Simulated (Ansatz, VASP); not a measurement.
**Two plane-wave programs on Ta**

```xyz
1
Lattice="-1.6760 1.6265 1.6513 1.6760 -1.6265 1.6513 1.6760 1.6265 -1.6513" Properties=species:S:1:pos:R:3 pbc="T T T"
Ta    0.0000    0.0000    0.0000
```

Change from the starting cell: strain +0.0150 x Voigt [1, -1, 0, 0, 0, 0], atoms carried along.

Alike in both runs: task single point; functional PBE; k mesh 20 × 20 × 20; occupations gaussian, width 0.15 eV; no spin polarisation.

|  | VASP | Ansatz |
| --- | --- | --- |
| version | VASP 6.6.1 | Ansatz 0.2.0 |
| potentials or method | VASP PAW PBE potentials, release 64 (Ta_pv), cutoff 520 eV | scalar-relativistic, plane waves, PAW |
| valence electrons in the cell | 11 | 13 |

```tsv
	VASP	Ansatz	Ansatz less VASP
gap on the k mesh at the Fermi level (eV)	none	none	-
pressure (GPa)	3.4	3.2	-0.12
traceless stress, the component that is largest in VASP (GPa)	1.79	1.80	+0.005
```

A gap of «none» marks a metal or a gap that the smearing closes. VASP's potentials hold 11 valence electrons a cell and Ansatz's 13, so a difference there can come from the potentials and not from the codes.

Neither program's run includes spin-orbit coupling.
